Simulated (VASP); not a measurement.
Here is a VASP 6.6.1 calculation.

INCAR

```
SYSTEM = SnO
ALGO = Normal
EDIFF = 1E-6
ENCUT = 520
GGA = PE
ISIF = 2
ISMEAR = -1
LASPH = .TRUE.
LCHARG = .FALSE.
LREAL = .FALSE.
LWAVE = .FALSE.
NBANDS = 50
NELM = 100
PREC = Accurate
SIGMA = 0.02
```

KPOINTS

```
k-points
0
G
  8 8 3
  0 0 0
```

The input POSCAR:

```
SnO
1.0
    2.5328985096     -2.8976358949      0.0000000000
    2.5328985096      2.8976358949      0.0000000000
    0.0000000000      0.0000000000     11.2663325705
Sn O
4 4
Direct
    0.0000208413     -0.0000208413     -0.0168905490
   -0.0000208413      0.0000208413      0.4831094510
    0.4998539354      0.5001460646      0.2738878752
    0.5001460646      0.4998539354      0.7738878752
    0.9999770466      0.4999938555      0.3785013369
    0.0000229534      0.5000061445      0.8785013369
    0.5000061445      0.0000229534      0.3785013369
    0.4999938555      0.9999770466      0.8785013369
```

Potentials or basis: VASP PAW PBE potentials, release 64 (Sn_d, O).

Launch:

```console
$ cat potpaw_PBE.64/Sn_d/POTCAR potpaw_PBE.64/O/POTCAR > POTCAR
$ mpirun -np 1 vasp_std > vasp.out
```

**Question.** Predict the pressure.

**Answer.** 0.7 GPa.

**Question.** What does it give for the largest force?

**Answer.** 0.090 eV/Å.

Stress tensor (GPa, compression positive):
```
10.42  0.00  0.00
 0.00 -7.62  0.00
 0.00  0.00 -0.57
```
